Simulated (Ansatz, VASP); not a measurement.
**Mg3Te: VASP beside Ansatz**

Contents of INCAR:

```
ALGO = Normal
EDIFF = 1E-6
ENCUT = 520
GGA = PE
ISIF = 2
ISMEAR = 0
LASPH = True
LCHARG = True
LELF = True
LREAL = False
LVHAR = True
LWAVE = False
NBANDS = 14
NELM = 60
PREC = Accurate
SIGMA = 0.1
```

KPOINTS

```
k-points
0
Gamma
  4 4 4
```

The input POSCAR:

```
Mg3Te
1.0
    4.7441823300      0.0000000000      0.0000000000
    0.0000000000      4.7441823300      0.0000000000
    0.0000000000      0.0000000000      4.7441823300
Mg Te
3 1
Direct
    0.0000000000      0.5000000000      0.5000000000
    0.5000000000      0.0000000000      0.5000000000
    0.5000000000      0.5000000000      0.0000000000
    0.0000000000      0.0000000000      0.0000000000
```

Input for Ansatz:

```yaml
crystal:
  lattice:
    - [4.74418233, 0.0, 0.0]
    - [0.0, 4.74418233, 0.0]
    - [0.0, 0.0, 4.74418233]
  atoms:
    - { symbol: Mg, position: [0.0, 0.5, 0.5] }
    - { symbol: Mg, position: [0.5, 0.0, 0.5] }
    - { symbol: Mg, position: [0.5, 0.5, 0.0] }
    - { symbol: Te, position: [0.0, 0.0, 0.0] }
basis:
  ecutwfc: 420
kpoints:
  mp_grid: { grid: [4, 4, 4] }
hamiltonian:
  xc: pbe
scf:
  occupations: { method: gaussian, width: 0.1 }
  lower_state_search: "off"
output:
  forces: true
  stress: true
  eigenvalues: true
```

Change from the starting cell: species swapped into the Ca3Sn type (Pm-3m, No. 221).

Alike in both runs: task single point; functional PBE; k mesh 4 × 4 × 4; occupations gaussian, width 0.1 eV; no spin polarisation.

```csv
,VASP,Ansatz
version,VASP 6.6.1,Ansatz 0.2.0
potentials or method,"VASP PAW PBE potentials, release 64 (Mg, Te), cutoff 520 eV","scalar-relativistic, plane waves, PAW"
valence electrons in the cell,12,46
```

Ansatz gave:

- gap on the k mesh at the Fermi level (eV): none
- pressure (GPa): -2.8

**Question.** Estimate VASP's values.

**Answer.** gap on the k mesh at the Fermi level (eV): none; pressure (GPa): -2.9.

A gap of «none» marks a metal or a gap that the smearing closes. The functional is the same, so the differences come from potentials, cutoffs and numerics. VASP's potentials hold 12 valence electrons a cell and Ansatz's 46, so a difference there can come from the potentials and not from the codes.

Neither program's run includes spin-orbit coupling.
